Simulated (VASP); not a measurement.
# BaTe in VASP: further runs

The runs below take BaTe through single point, with r2SCAN, PBE.

All numbers are computed with VASP 6.6.1; they aren't measurements. Logs are shortened: lines on timing, memory, paths and dates and some standing lists are left out, and cuts for length are marked.

## 1. The cell of the first run

It takes space group Fm-3m (No. 225, cubic). Conventional cell: a = 6.994 Å, b = 6.994 Å, c = 6.994 Å, α = 90.00°, β = 90.00°, γ = 90.00°. Ba (site symmetry m-3m) has 6 Te at 3.50 Å within 4.6 Å. Within 4.6 Å of Te (site symmetry m-3m) lie 6 Ba at 3.50 Å.

## 2. Single point, r2SCAN (strain -1.0%)

Input file POSCAR:

```
BaTe
1.0
    0.0000000000      3.4970629662      3.4970629662
    3.4970629662      0.0000000000      3.4970629662
    3.4970629662      3.4970629662      0.0000000000
Ba Te
1 1
Direct
    0.0000000000      0.0000000000      0.0000000000
    0.5000000000      0.5000000000      0.5000000000
```

Input file INCAR.step1:

```
ALGO = Normal ; EDIFF = 1E-4
ENCUT = 520 ; GGA = PE
ISMEAR = 0 ; LASPH = True
LCHARG = False ; LREAL = False
LWAVE = True ; NBANDS = 15
NELM = 60 ; PREC = Accurate
SIGMA = 0.01
```

Input file INCAR.step2:

```
ALGO = Normal ; EDIFF = 1E-6
ENCUT = 520 ; ISIF = 2
ISMEAR = 0 ; ISTART = 1
LASPH = True ; LCHARG = True
LELF = True ; LMIXTAU = True
LREAL = False ; LVHAR = True
LWAVE = False ; METAGGA = R2SCAN
NBANDS = 15 ; NELM = 60
PREC = Accurate ; SIGMA = 0.01
```

Input file KPOINTS:

```
k-points
0
Gamma
  6 6 6
```

Potentials or basis: VASP PAW PBE potentials, release 64 (Ba_sv, Te).

Started as:

```sh
cat potpaw_PBE.64/Ba_sv/POTCAR potpaw_PBE.64/Te/POTCAR > POTCAR
cp INCAR.step1 INCAR
mpirun -np 1 vasp_std > vasp.out
cp INCAR.step2 INCAR
mpirun -np 1 vasp_std > vasp.out
```

OUTCAR:

```text
EDIFF = 1E-6
   ENCUT = 520
   ISIF = 2
   ISMEAR = 0
   ISTART = 1
   LASPH = True
   LREAL = False
   METAGGA = R2SCAN
   NELM = 60
   PREC = Accurate

 ion  position               nearest neighbor table
   1  0.000  0.000  0.000-   2 3.50   2 3.50   2 3.50   2 3.50   2 3.50   2 3.50
   2  0.500  0.500  0.500-   1 3.50   1 3.50   1 3.50   1 3.50   1 3.50   1 3.50

  LATTYP: Found a face centered cubic cell.
 ALAT       =     6.9941259324

  Lattice vectors:

 A1 = (   0.0000000000,   3.4970629662,   3.4970629662)
 A2 = (   3.4970629662,   0.0000000000,   3.4970629662)
 A3 = (   3.4970629662,   3.4970629662,   0.0000000000)

Analysis of symmetry for initial positions (statically):
=====================================================================
 Subroutine PRICEL returns:
 Original cell was already a primitive cell.

 Routine SETGRP: Setting up the symmetry group for a
 face centered cubic supercell.

 Subroutine GETGRP returns: Found 48 space group operations
 (whereof 48 operations were pure point group operations)
 out of a pool of 48 trial point group operations.

The static configuration has the point symmetry O_h .

Analysis of symmetry for dynamics (positions and initial velocities):
=====================================================================
 Subroutine PRICEL returns:
 Original cell was already a primitive cell.

 Routine SETGRP: Setting up the symmetry group for a
 face centered cubic supercell.

 Subroutine GETGRP returns: Found 48 space group operations
 (whereof 48 operations were pure point group operations)
 out of a pool of 48 trial point group operations.

The dynamic configuration has the point symmetry O_h .

 Subroutine INISYM returns: Found 48 space group operations
 (whereof 48 operations are pure point group operations),
 and found     1 'primitive' translations

----------------------------------------------------------------------------------------

                                     Primitive cell

  volume of cell :      85.5343

  direct lattice vectors                    reciprocal lattice vectors
     0.000000000  3.497062966  3.497062966    -0.142977122  0.142977122  0.142977122
     3.497062966  0.000000000  3.497062966     0.142977122 -0.142977122  0.142977122
     3.497062966  3.497062966  0.000000000     0.142977122  0.142977122 -0.142977122

  length of vectors
     4.945593875  4.945593875  4.945593875     0.247643640  0.247643640  0.247643640

  position of ions in fractional coordinates (direct lattice)
     0.000000000  0.000000000  0.000000000
     0.500000000  0.500000000  0.500000000

  ion indices of the primitive-cell ions
   primitive index   ion index
                 1           1
                 2           2

----------------------------------------------------------------------------------------

 KPOINTS: k-points

Automatic generation of k-mesh.
 Grid dimensions read from file:
 generate k-points for:    6    6    6

 Generating k-lattice:

  Cartesian coordinates                     Fractional coordinates (reciprocal lattice)
    -0.023829520  0.023829520  0.023829520     0.166666667  0.000000000  0.000000000
     0.023829520 -0.023829520  0.023829520     0.000000000  0.166666667  0.000000000
     0.023829520  0.023829520 -0.023829520     0.000000000  0.000000000  0.166666667

  Length of vectors
     0.041273940  0.041273940  0.041273940

  Shift w.r.t. Gamma in fractional coordinates (k-lattice)
     0.000000000  0.000000000  0.000000000

 Subroutine IBZKPT returns following result:
 ===========================================

 Found     16 irreducible k-points:

 Following reciprocal coordinates:
            Coordinates               Weight
  0.000000  0.000000  0.000000      1.000000
  0.166667  0.000000  0.000000      8.000000
  0.333333  0.000000  0.000000      8.000000
  0.500000  0.000000  0.000000      4.000000
  0.166667  0.166667  0.000000      6.000000
  0.333333  0.166667  0.000000     24.000000
[... 8 lines left out ...]
 -0.333333  0.333333  0.166667     24.000000
 -0.333333  0.500000  0.166667     12.000000
   k-points           NKPTS =     16   k-points in BZ     NKDIM =     16   number of bands    NBANDS=     15
   number of dos      NEDOS =    301   number of ions     NIONS =      2
   total plane-waves  NPLWV =  64000
   dimension x,y,z NGX =    40 NGY =   40 NGZ =   40
   dimension x,y,z NGXF=    80 NGYF=   80 NGZF=   80
   ions per type =               1   1
   NGX,Y,Z   is equivalent  to a cutoff of  13.45, 13.45, 13.45 a.u.
   NGXF,Y,Z  is equivalent  to a cutoff of  26.89, 26.89, 26.89 a.u.
 SYSTEM =  unknown system
   PREC   = accura    normal or accurate (medium, high low for compatibility)
   ISTART =      1    job   : 0-new  1-cont  2-samecut
   ICHARG =      0    charge: 1-file 2-atom 10-const
   ISPIN  =      1    spin polarized calculation?
   LNONCOLLINEAR =      F non collinear calculations
   LSORBIT =      F    spin-orbit coupling
   LASPH  =      T    aspherical Exc in radial PAW
   ENCUT  =  520.0 eV  38.22 Ry    6.18 a.u.   9.20  9.20  9.20*2*pi/ulx,y,z
   NELM   =     60;   NELMIN=  2; NELMDL=  0     # of ELM steps
   EDIFF  = 0.1E-05   stopping-criterion for ELM
   LREAL  =      F    real-space projection
   EDIFFG = 0.1E-04   stopping-criterion for IOM
   NSW    =      0    number of steps for IOM
   IBRION =     -1    ionic relax: 0-MD 1-quasi-New 2-CG
   NFREE  =      0    steps in history (QN), initial steepest desc. (CG)
   ISIF   =      2    stress and relaxation
   ISYM   =      2    0-nonsym 1-usesym 2-fastsym
   POTIM  = 0.5000    time-step for ionic-motion
   TEBEG  =    0.0;   TEEND  =   0.0 temperature during run
   PSTRESS=    0.0 pullay stress
   NELECT =      16.0000    total number of electrons
   NUPDOWN=      -1.0000    fix difference up-down
   EMIN   =  10.00;   EMAX   =-10.00  energy-range for DOS
   EFERMI =   0.00;   METHOD = LEGACY
   ISMEAR =     0;   SIGMA  =   0.01  broadening in eV -4-tet -1-fermi 0-gaus
   EFERMI_NEDOS =   21; number of points for ismear=-14 and -15
   IALGO  =     38    algorithm
   IMIX   =      4    mixing-type and parameters
     AMIX     =   0.40;   BMIX     =  1.00
     AMIX_MAG =   1.60;   BMIX_MAG =  1.00
  volume/ion in A,a.u.               =      42.77       288.61
  Fermi-wavevector in a.u.,A,eV,Ry     =   0.936271  1.769295 11.926902  0.876603
  Thomas-Fermi vector in A             =   2.063263
   LORBIT       =      0    0 simple, 1 ext, 2 COOP (PROOUT), +10 PAW based schemes
   METAGGA = R2SCAN    functional components
   LHFCALC =     F    Hartree Fock is set to
   AEXX    =    0.0000 exact exchange contribution
   IVDW    =     0    specifies the selected vdW correction
   LEPSILON=     F    determine dielectric tensor
   LRPA    =     F    only Hartree local field effects (RPA)
 non-spin polarized calculation
 Gauss-broadening in eV      SIGMA  =   0.01
  energy-cutoff  :      520.00
  volume of cell :       85.53
 maximum number of plane-waves:      2332
 NGX is ok and might be reduce to    40
   NGX = 19   NGY = 19   NGZ = 19

 number of electron      15.9999999 magnetization

 Free energy of the ion-electron system (eV)
  ---------------------------------------------------
  ext. energy  EPLUGINS =         0.00000000
  ---------------------------------------------------
  free energy    TOTEN  =       -56.01539359 eV

  energy without entropy =      -56.01539359  energy(sigma->0) =      -56.01539359

 E-fermi :   2.1553     XC(G=0):  -8.6408

 val. band max:        2.0818511823   @ k =   0.0000   0.0000   0.0000
 cond. band min:       3.9495753412   @ k =   0.5000   0.5000   0.0000
 fundamental gap:      1.8677241589
 Fermi energy:         2.1552546749

 k-point     1 :       0.0000    0.0000    0.0000
  band No.  band energies     occupation
      1     -25.7209      2.00000
      2     -10.4506      2.00000
      3     -10.4506      2.00000
      4     -10.4506      2.00000
      5      -7.7392      2.00000
      6       2.0819      2.00000
      7       2.0819      2.00000
      8       2.0819      2.00000
      9       5.4226      0.00000
     10       5.4226      0.00000
     11       5.4226      0.00000
     12       5.6800      0.00000
     13       6.1110      0.00000
     14       6.1110      0.00000
     15       9.5856      0.00000

 k-point     2 :       0.1667    0.0000    0.0000
  band No.  band energies     occupation
      1     -25.7173      2.00000
      2     -10.5786      2.00000
      3     -10.4531      2.00000
      4     -10.4531      2.00000
      5      -7.5331      2.00000
      6       1.3150      2.00000
      7       1.7120      2.00000
      8       1.7120      2.00000
      9       5.4964      0.00000
     10       5.7743      0.00000
     11       5.7743      0.00000
     12       6.7046      0.00000
     13       6.8834      0.00000
     14       6.8834      0.00000
     15      10.4438      0.00000

 k-point     3 :       0.3333    0.0000    0.0000
  band No.  band energies     occupation
      1     -25.7102      2.00000
      2     -10.7973      2.00000
      3     -10.4581      2.00000
      4     -10.4580      2.00000
      5      -7.1443      2.00000
      6       0.2738      2.00000
      7       1.1706      2.00000
      8       1.1706      2.00000
      9       5.9343      0.00000
     10       6.6806      0.00000
     11       6.6806      0.00000
     12       8.0155      0.00000
     13       8.5916      0.00000
     14       8.5916      0.00000
     15      10.8805      0.00000
[... 199 lines left out ...]
 k-point    15 :      -0.3333    0.3333    0.1667
  band No.  band energies     occupation
      1     -25.7031      2.00000
      2     -10.7316      2.00000
      3     -10.5658      2.00000
      4     -10.5156      2.00000
      5      -7.2161      2.00000
      6       0.5108      2.00000
      7       1.0921      2.00000
      8       1.1256      2.00000
      9       6.0999      0.00000
     10       6.2234      0.00000
     11       8.0014      0.00000
     12       8.0508      0.00000
     13       8.1663      0.00000
     14       9.9167      0.00000
     15      10.9743      0.00000

 k-point    16 :      -0.3333    0.5000    0.1667
  band No.  band energies     occupation
      1     -25.7019      2.00000
      2     -10.6316      2.00000
      3     -10.5919      2.00000
      4     -10.5680      2.00000
      5      -7.3585      2.00000
      6       1.0021      2.00000
      7       1.0103      2.00000
      8       1.3329      2.00000
      9       5.0106      0.00000
     10       7.1007      0.00000
     11       7.3881      0.00000
     12       8.0038      0.00000
     13       8.3674      0.00000
     14       9.2718      0.00000
     15      10.7989      0.00000

------------------------ aborting loop because EDIFF is reached ----------------------------------------

  FORCE on cell =-STRESS in cart. coord.  units (eV):
  Direction    XX          YY          ZZ          XY          YZ          ZX
  --------------------------------------------------------------------------------------
  -------------------------------------------------------------------------------------
  Total        0.7035576      0.7035576      0.7035576      0.0000000      0.0000000      0.0000000
  in kB       13.1786195     13.1786195     13.1786195      0.0000000      0.0000000      0.0000000
  external PRESSURE =      13.1786195 kB  Pullay stress =       0.0000000 kB

 VOLUME and BASIS-vectors are now :
 -----------------------------------------------------------------------------
  energy-cutoff  :      520.00
  volume of cell :       85.53
      direct lattice vectors                 reciprocal lattice vectors
     0.000000000  3.497062966  3.497062966    -0.142977122  0.142977122  0.142977122
     3.497062966  0.000000000  3.497062966     0.142977122 -0.142977122  0.142977122
     3.497062966  3.497062966  0.000000000     0.142977122  0.142977122 -0.142977122

 POSITION                                       TOTAL-FORCE (eV/Angst)
 -----------------------------------------------------------------------------------
      0.00000      0.00000      0.00000         0.000000     -0.000000      0.000000
      3.49706      3.49706      3.49706        -0.000000      0.000000     -0.000000
 -----------------------------------------------------------------------------------
    total drift:                                0.000000     -0.000000     -0.000000

  FREE ENERGIE OF THE ION-ELECTRON SYSTEM (eV)
  ---------------------------------------------------
  free  energy   TOTEN  =       -56.0153935937 eV

  energy  without entropy=      -56.0153935937  energy(sigma->0) =      -56.01539359
```

It took 3.1 min on 1 thread of AMD EPYC 7R13, shared host; peak memory 0.23 GiB.

Results:

- Free energy: -56.0154 eV
- Pressure: 1.3 GPa
- Band gap on the k mesh: 1.87 eV (least direct gap 2.26 eV)

Caveat: the cell differs from its parent crystal (strain -1.0%); the PAW data sets were made with another functional, which shifts forces and pressure a little; spin-orbit coupling is left out, which moves the levels of the heavy elements.

## 3. Single point, PBE (uniaxial x strain -1.0%)

Input file INCAR:

```
SYSTEM = BaTe
PREC = Accurate
ENCUT = 520
EDIFF = 1E-6
ISMEAR = -1
SIGMA = 0.02
LREAL = .False.
LASPH = .True.
NELM = 60
ALGO = Normal
ISIF = 2
LWAVE = .False.
LCHARG = .False.
GGA = PE
NBANDS = 15
```

Input file KPOINTS:

```
regular mesh
0
Gamma
  6 6 6
  0 0 0
```

Input file POSCAR:

```
BaTe
1.0
    0.0000000000      3.5323868345      3.5323868345
    3.4970629662      0.0000000000      3.5323868345
    3.4970629662      3.5323868345      0.0000000000
Ba Te
1 1
Direct
    0.0000000000      0.0000000000      0.0000000000
    0.5000000000      0.5000000000      0.5000000000
```

Potentials or basis: VASP PAW PBE potentials, release 64 (Ba_sv, Te).

Started as:

```sh
cat potpaw_PBE.64/Ba_sv/POTCAR potpaw_PBE.64/Te/POTCAR > POTCAR
mpirun -np 1 vasp_std > vasp.out
```

Wall time 77 s (1 thread of AMD EPYC 7R13, shared host); peak memory 0.22 GiB.

The run converged. Its results:

```yaml
Free_energy: -8.6245 eV
Pressure: 0.6 GPa
Band_gap_on_the_k_mesh: 1.54 eV (least direct gap 1.92 eV)
```

Stress tensor (GPa, compression positive):
```
1.05 0.00 0.00
0.00 0.40 0.00
0.00 0.00 0.40
```

Levels at points of the mesh, in eV from the valence-band top:
```
           k point  band 5  band 6  band 7  band 8  band 9  band 10  band 11  band 12
(0.00, 0.00, 0.00)   -9.52   -0.02   -0.02    0.00    2.82     2.90     2.90     2.96
(0.50, 0.00, 0.00)   -8.83   -2.21   -1.11   -1.11    4.15     4.70     4.82     4.85
(0.50, 0.50, 0.00)   -9.32   -1.16   -0.40   -0.38    1.54     4.37     4.57     5.49
(0.00, 0.50, 0.50)   -9.32   -1.12   -0.42   -0.42    1.54     4.40     4.55     5.51
```

Caveat: the cell differs from its parent crystal (uniaxial x strain -1.0%); spin-orbit coupling is left out, which moves the levels of the heavy elements.
